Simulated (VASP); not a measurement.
# TePb (Immm) in VASP: relaxation of the atoms with LDA

Aim: the relaxation of the atoms of TePb with LDA.

Program: VASP 6.6.1. These are calculated values, not measurements. Logs are shortened: lines on timing, memory, paths and dates and some standing lists are left out, and cuts for length are marked.

## 1. The cell of the first run

Symmetry: Immm, No. 71, orthorhombic system. Conventional cell: a = 4.481 Å, b = 4.558 Å, c = 6.445 Å, α = 90.00°, β = 90.00°, γ = 90.00°. Pb (site symmetry mmm) has 6 Te at 3.20 to 3.22 Å within 4.2 Å. Te (site symmetry mmm) has 6 Pb at 3.20 to 3.22 Å within 4.2 Å.

## 2. Relaxation of the atoms, LDA (strained cell)

The input, INCAR:

```
  PREC = Accurate
  ENCUT = 450
  EDIFF = 1E-7
  ISMEAR = 0
  SIGMA = 0.02
  LREAL = False
  LASPH = True
  NELM = 120
  ALGO = Normal
  ISIF = 2
  LWAVE = False
  LCHARG = False
  IBRION = 2
  NSW = 60
  EDIFFG = -0.002
  GGA_COMPAT = False
  NELMIN = 4
```

The input, KPOINTS:

```
Automatic mesh
0
Gamma
  8 8 8
```

The input, POSCAR:

```
TePb
1.0
   -0.0272113816      3.1954853988      3.2226967804
    3.1954853988     -0.0272113816      3.2226967804
    3.1682740173      3.1682740173      0.0000000000
Pb Te
1 1
Direct
    0.0000000000      0.0000000000      0.0000000000
    0.5000000000      0.5000000000      0.5000000000
```

Potentials or basis: VASP PAW LDA potentials, release 64 (Pb_d, Te).

On the command line:

```console
> cat potpaw_LDA.64/Pb_d/POTCAR potpaw_LDA.64/Te/POTCAR > POTCAR
> mpirun -np 1 vasp_std > vasp.out
```

OUTCAR:

```text
PREC = Accurate
   ENCUT = 450
   EDIFF = 1E-7
   ISMEAR = 0
   LREAL = False
   LASPH = True
   NELM = 120
   ISIF = 2
   IBRION = 2
   NSW = 60
   EDIFFG = -0.002
   NELMIN = 4

 ion  position               nearest neighbor table
   1  0.000  0.000  0.000-   2 3.20   2 3.20   2 3.20   2 3.20   2 3.22   2 3.22
   2  0.500  0.500  0.500-   1 3.20   1 3.20   1 3.20   1 3.20   1 3.22   1 3.22

  LATTYP: Found a body centered orthorhombic cell.
 ALAT       =     4.4806160846
 B/A-ratio  =     1.0171774167
 C/A-ratio  =     1.4385060981

  Lattice vectors:

 A1 = (   0.0272113816,  -3.1954853988,  -3.2226967804)
 A2 = (  -0.0272113815,   3.1954853989,  -3.2226967804)
 A3 = (   3.1954853988,  -0.0272113816,   3.2226967804)

Analysis of symmetry for initial positions (statically):
=====================================================================
 Subroutine PRICEL returns:
 Original cell was already a primitive cell.

 Routine SETGRP: Setting up the symmetry group for a
 body centered orthorhombic supercell.

 Subroutine GETGRP returns: Found  8 space group operations
 (whereof  8 operations were pure point group operations)
 out of a pool of  8 trial point group operations.

The static configuration has the point symmetry D_2h.

Analysis of symmetry for dynamics (positions and initial velocities):
=====================================================================
 Subroutine PRICEL returns:
 Original cell was already a primitive cell.

 Routine SETGRP: Setting up the symmetry group for a
 body centered orthorhombic supercell.

 Subroutine GETGRP returns: Found  8 space group operations
 (whereof  8 operations were pure point group operations)
 out of a pool of  8 trial point group operations.

The dynamic configuration has the point symmetry D_2h.

 Subroutine INISYM returns: Found  8 space group operations
 (whereof  8 operations are pure point group operations),
 and found     1 'primitive' translations

----------------------------------------------------------------------------------------

                                     Primitive cell

  volume of cell :      65.8100

  direct lattice vectors                    reciprocal lattice vectors
    -0.027211382  3.195485399  3.222696780    -0.155149564  0.155149564  0.155149564
     3.195485399 -0.027211382  3.222696780     0.155149564 -0.155149564  0.155149564
     3.168274017  3.168274017  0.000000000     0.157814633  0.157814633 -0.155149564

  length of vectors
     4.538462507  4.538462507  4.480616085     0.268726927  0.268726927  0.271812994

  position of ions in fractional coordinates (direct lattice)
     0.000000000  0.000000000  0.000000000
     0.500000000  0.500000000  0.500000000

  ion indices of the primitive-cell ions
   primitive index   ion index
                 1           1
                 2           2

----------------------------------------------------------------------------------------

 KPOINTS: Automatic mesh

Automatic generation of k-mesh.
 Grid dimensions read from file:
 generate k-points for:    8    8    8

 Generating k-lattice:

  Cartesian coordinates                     Fractional coordinates (reciprocal lattice)
    -0.019393695  0.019393695  0.019393695     0.125000000  0.000000000  0.000000000
     0.019393695 -0.019393695  0.019393695     0.000000000  0.125000000  0.000000000
     0.019726829  0.019726829 -0.019393695    -0.000000000 -0.000000000  0.125000000

  Length of vectors
     0.033590866  0.033590866  0.033976624

  Shift w.r.t. Gamma in fractional coordinates (k-lattice)
     0.000000000  0.000000000  0.000000000

 Subroutine IBZKPT returns following result:
 ===========================================

 Found     95 irreducible k-points:

 Following reciprocal coordinates:
            Coordinates               Weight
  0.000000  0.000000  0.000000      1.000000
  0.125000  0.000000  0.000000      4.000000
  0.250000  0.000000  0.000000      4.000000
  0.375000 -0.000000  0.000000      4.000000
  0.500000  0.000000  0.000000      2.000000
  0.125000  0.125000  0.000000      2.000000
[... 16 lines left out ...]
  0.125000 -0.000000  0.125000      4.000000
  0.250000 -0.000000  0.125000      8.000000
 [... further k-points ...]
   k-points           NKPTS =     95   k-points in BZ     NKDIM =     95   number of bands    NBANDS=     14
   number of dos      NEDOS =    301   number of ions     NIONS =      2
   total plane-waves  NPLWV =  32768
   dimension x,y,z NGX =    32 NGY =   32 NGZ =   32
   dimension x,y,z NGXF=    64 NGYF=   64 NGZF=   64
   ions per type =               1   1
   NGX,Y,Z   is equivalent  to a cutoff of  11.72, 11.72, 11.87 a.u.
   NGXF,Y,Z  is equivalent  to a cutoff of  23.44, 23.44, 23.75 a.u.
 SYSTEM =  unknown system
   PREC   = accura    normal or accurate (medium, high low for compatibility)
   ISTART =      0    job   : 0-new  1-cont  2-samecut
   ICHARG =      2    charge: 1-file 2-atom 10-const
   ISPIN  =      1    spin polarized calculation?
   LNONCOLLINEAR =      F non collinear calculations
   LSORBIT =      F    spin-orbit coupling
   LASPH  =      T    aspherical Exc in radial PAW
   ENCUT  =  450.0 eV  33.07 Ry    5.75 a.u.   7.85  7.85  7.75*2*pi/ulx,y,z
   NELM   =    120;   NELMIN=  4; NELMDL= -5     # of ELM steps
   EDIFF  = 0.1E-06   stopping-criterion for ELM
   LREAL  =      F    real-space projection
   EDIFFG = -.2E-02   stopping-criterion for IOM
   NSW    =     60    number of steps for IOM
   IBRION =      2    ionic relax: 0-MD 1-quasi-New 2-CG
   NFREE  =      1    steps in history (QN), initial steepest desc. (CG)
   ISIF   =      2    stress and relaxation
   ISYM   =      2    0-nonsym 1-usesym 2-fastsym
   POTIM  = 0.5000    time-step for ionic-motion
   TEBEG  =    0.0;   TEEND  =   0.0 temperature during run
   PSTRESS=    0.0 pullay stress
   NELECT =      20.0000    total number of electrons
   NUPDOWN=      -1.0000    fix difference up-down
   EMIN   =  10.00;   EMAX   =-10.00  energy-range for DOS
   EFERMI =   0.00;   METHOD = LEGACY
   ISMEAR =     0;   SIGMA  =   0.02  broadening in eV -4-tet -1-fermi 0-gaus
   EFERMI_NEDOS =   21; number of points for ismear=-14 and -15
   IALGO  =     38    algorithm
   IMIX   =      4    mixing-type and parameters
     AMIX     =   0.40;   BMIX     =  1.00
     AMIX_MAG =   1.60;   BMIX_MAG =  1.00
  volume/ion in A,a.u.               =      32.90       222.05
  Fermi-wavevector in a.u.,A,eV,Ry     =   1.100663  2.079951 16.482895  1.211459
  Thomas-Fermi vector in A             =   2.237078
   LORBIT       =      0    0 simple, 1 ext, 2 COOP (PROOUT), +10 PAW based schemes
   GGA     = CA    functional components
   LHFCALC =     F    Hartree Fock is set to
   AEXX    =    0.0000 exact exchange contribution
   IVDW    =     0    specifies the selected vdW correction
   LEPSILON=     F    determine dielectric tensor
   LRPA    =     F    only Hartree local field effects (RPA)
 conjugate gradient relaxation of ions
 non-spin polarized calculation
 Gauss-broadening in eV      SIGMA  =   0.02
  energy-cutoff  :      450.00
  volume of cell :       65.81
 maximum number of plane-waves:      1444
   NGX = 15   NGY = 15   NGZ = 15

 number of electron      20.0000001 magnetization

 Free energy of the ion-electron system (eV)
  ---------------------------------------------------
  ext. energy  EPLUGINS =         0.00000000
  ---------------------------------------------------
  free energy    TOTEN  =        -8.77177274 eV

  energy without entropy =       -8.77177274  energy(sigma->0) =       -8.77177274

 E-fermi :   5.9482     XC(G=0):  -9.6834

 val. band max:        5.7915506631   @ k =   0.5000   0.0000   0.0000
 cond. band min:       6.2849233445   @ k =  -0.0000  -0.0000   0.5000
 fundamental gap:      0.4933726814
 Fermi energy:         5.9482096494

 k-point     1 :       0.0000    0.0000    0.0000
  band No.  band energies     occupation
      1     -10.9744      2.00000
      2     -10.9714      2.00000
      3     -10.9577      2.00000
      4     -10.9571      2.00000
      5     -10.9557      2.00000
      6      -6.5219      2.00000
      7       0.1292      2.00000
      8       4.1969      2.00000
      9       4.3508      2.00000
     10       4.3575      2.00000
     11       9.6240      0.00000
     12       9.8025      0.00000
     13       9.8495      0.00000
     14      11.3828      0.00000

 k-point     2 :       0.1250    0.0000    0.0000
  band No.  band energies     occupation
      1     -10.9766      2.00000
      2     -10.9735      2.00000
      3     -10.9564      2.00000
      4     -10.9554      2.00000
      5     -10.9535      2.00000
      6      -6.3846      2.00000
      7      -0.3472      2.00000
      8       4.3335      2.00000
      9       4.3953      2.00000
     10       4.5453      2.00000
     11       8.9270      0.00000
     12       9.1696      0.00000
     13       9.2088      0.00000
     14      11.2579      0.00000

 k-point     3 :       0.2500    0.0000    0.0000
  band No.  band energies     occupation
      1     -10.9824      2.00000
      2     -10.9793      2.00000
      3     -10.9553      2.00000
      4     -10.9490      2.00000
      5     -10.9470      2.00000
      6      -5.9884      2.00000
      7      -1.3914      2.00000
      8       4.4762      2.00000
      9       4.5317      2.00000
     10       5.0406      2.00000
     11       7.7733      0.00000
     12       8.1104      0.00000
     13       8.1743      0.00000
     14      11.5858      0.00000

 k-point     4 :       0.3750   -0.0000    0.0000
  band No.  band energies     occupation
      1     -10.9886      2.00000
      2     -10.9855      2.00000
      3     -10.9544      2.00000
      4     -10.9422      2.00000
      5     -10.9401      2.00000
      6      -5.4139      2.00000
      7      -2.4815      2.00000
      8       4.6690      2.00000
      9       4.7348      2.00000
     10       5.4901      2.00000
     11       6.8400      0.00000
     12       7.2493      0.00000
     13       7.3208      0.00000
     14      12.6905      0.00000

 k-point     5 :       0.5000    0.0000    0.0000
  band No.  band energies     occupation
      1     -10.9912      2.00000
      2     -10.9881      2.00000
      3     -10.9541      2.00000
      4     -10.9393      2.00000
      5     -10.9372      2.00000
      6      -5.0340      2.00000
      7      -3.0506      2.00000
      8       4.7840      2.00000
      9       4.8558      2.00000
     10       5.7916      2.00000
     11       6.3600      0.00000
[... 276 lines left out ...]
 k-point    22 :      -0.0000   -0.0000    0.1250
  band No.  band energies     occupation
      1     -10.9758      2.00000
      2     -10.9738      2.00000
      3     -10.9571      2.00000
      4     -10.9547      2.00000
      5     -10.9538      2.00000
      6      -6.3819      2.00000
      7      -0.3281      2.00000
      8       4.2462      2.00000
      9       4.3883      2.00000
     10       4.6006      2.00000
     11       8.9228      0.00000
     12       9.1050      0.00000
     13       9.2123      0.00000
     14      11.2921      0.00000

 k-point    23 :       0.1250   -0.0000    0.1250
  band No.  band energies     occupation
      1     -10.9795      2.00000
      2     -10.9716      2.00000
      3     -10.9592      2.00000
      4     -10.9535      2.00000
      5     -10.9516      2.00000
      6      -6.3353      2.00000
      7      -0.4133      2.00000
      8       3.9947      2.00000
      9       4.0831      2.00000
     10       5.1617      2.00000
     11       7.9076      0.00000
     12       9.6672      0.00000
     13       9.8644      0.00000
     14      10.6108      0.00000

 k-point    24 :       0.2500   -0.0000    0.1250
  band No.  band energies     occupation
      1     -10.9878      2.00000
      2     -10.9735      2.00000
      3     -10.9589      2.00000
      4     -10.9487      2.00000
      5     -10.9458      2.00000
      6      -6.0247      2.00000
      7      -1.1288      2.00000
      8       3.8870      2.00000
      9       3.9784      2.00000
     10       5.3425      2.00000
     11       7.3044      0.00000
     12       9.1542      0.00000
     13       9.4244      0.00000
     14      10.6008      0.00000

 [... further k-points ...]
[... 5 lines left out ...]
  --------------------------------------------------------------------------------------
  -------------------------------------------------------------------------------------
  Total       -0.0704073     -0.0704073     -0.5034697      0.1101981      0.0000000      0.0000000
  in kB       -1.7141008     -1.7141008    -12.2572283      2.6828286      0.0000000      0.0000000
  external PRESSURE =      -5.2284766 kB  Pullay stress =       0.0000000 kB

 VOLUME and BASIS-vectors are now :
 -----------------------------------------------------------------------------
  energy-cutoff  :      450.00
  volume of cell :       65.81
      direct lattice vectors                 reciprocal lattice vectors
    -0.027211382  3.195485399  3.222696780    -0.155149564  0.155149564  0.155149564
     3.195485399 -0.027211382  3.222696780     0.155149564 -0.155149564  0.155149564
     3.168274017  3.168274017  0.000000000     0.157814633  0.157814633 -0.155149564

 POSITION                                       TOTAL-FORCE (eV/Angst)
 -----------------------------------------------------------------------------------
      0.00000      0.00000      0.00000        -0.000000     -0.000000     -0.000000
      3.16827      3.16827      3.22270         0.000000      0.000000      0.000000
 -----------------------------------------------------------------------------------
    total drift:                                0.000000     -0.000000     -0.000000

  FREE ENERGIE OF THE ION-ELECTRON SYSTEM (eV)
  ---------------------------------------------------
  free  energy   TOTEN  =        -8.7717727418 eV

  energy  without entropy=       -8.7717727418  energy(sigma->0) =       -8.77177274

 reached required accuracy - stopping structural energy minimisation
```

Run time: 62 s. Hardware: 1 thread of AMD EPYC 7R13 (Zen 3), shared host; peak memory 0.18 GiB.

What came out:

* Free energy: -8.7718 eV
* Pressure after relaxing: -0.5 GPa
* Band gap on the k mesh: 0.49 eV (least direct gap 0.57 eV)

Final structure:
```xyz
2
Lattice="-0.0272 3.1955 3.2227 3.1955 -0.0272 3.2227 3.1683 3.1683 0.0000" Properties=species:S:1:pos:R:3 pbc="T T T"
Pb    0.0000    0.0000    0.0000
Te    3.1683    3.1683    3.2227
```

Caveat: the cell differs from its parent crystal (strained cell); spin-orbit coupling is left out, which moves the levels of the heavy elements.
